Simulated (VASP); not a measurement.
Here is a VASP 6.6.1 calculation.

Contents of INCAR:

```
PREC     = Accurate       # precision mode
ENCUT    = 520            # plane-wave cutoff, eV
EDIFF    = 1E-6           # SCF threshold, eV
ISMEAR   = -1             # smearing method
SIGMA    = 0.05           # smearing width, eV
LREAL    = F              # projectors in reciprocal space
LASPH    = T              # aspherical terms in the spheres
NELM     = 80             # most SCF steps
ALGO     = Normal         # electronic algorithm
ISIF     = 2              # what is computed and relaxed
LWAVE    = F              # write WAVECAR
LCHARG   = T              # write CHGCAR
GGA      = PS             # functional
LELF     = T              # ELF
LVHAR    = T            
NBANDS   = 8              # bands
```

The input KPOINTS:

```
regular mesh
0
Gamma
  6 6 6
```

Contents of POSCAR:

```
Al
1.0
    2.7217600000      0.0000000000      0.0000000000
    0.0000000000      2.7217600000      0.0000000000
    0.0000000000      0.0000000000      2.7217600000
Al
1
Direct
    0.0000000000      0.0000000000      0.0000000000
```

Potentials or basis: VASP PAW PBE potentials, release 64 (Al).

Run with:

```console
$ cat potpaw_PBE.64/Al/POTCAR > POTCAR
$ mpirun -np 1 vasp_std > vasp.out
```

(1) Predict the pressure.

Answers

(1) -1.0 GPa.

Caveat: the k points lie up to 0.38 Å⁻¹ apart; the PAW data sets were made with another functional, which shifts forces and pressure a little.
